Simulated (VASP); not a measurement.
# Ni: single point with PBE

Crystal: Ni.

```
Ni
1.0
     0.00000    1.76595    1.76595
     1.76595    0.00000    1.76595
     1.76595    1.76595    0.00000
Ni
1
Direct
  0.00000 0.00000 0.00000
```

```json
{
 "Program": "VASP 6.6.1",
 "Task": "single point",
 "Functional": "PBE",
 "Potentials or basis": "VASP PAW PBE potentials, release 64 (Ni)",
 "Cutoff": "520 eV",
 "k mesh": "13 × 13 × 13",
 "Occupations": "fermi-dirac, width 0.05 eV",
 "Spin": "collinear spin, ferromagnetic start",
 "Starting moments": "[1.91] μB",
 "Fixed moment": "1.91 μB"
}
```

```yaml
Pressure: 20.2 GPa
Net_moment: 1.91 μB per cell
Site_moments: Ni +1.79 μB
Valence_electrons_inside_the_program's_atomic_spheres: Ni 9.23
```

It took 54 s on 1 thread of Intel Xeon 8259CL, on a shared host, peak memory 0.15 GiB.

Caveat: the total moment is fixed, so each spin has its own Fermi level.
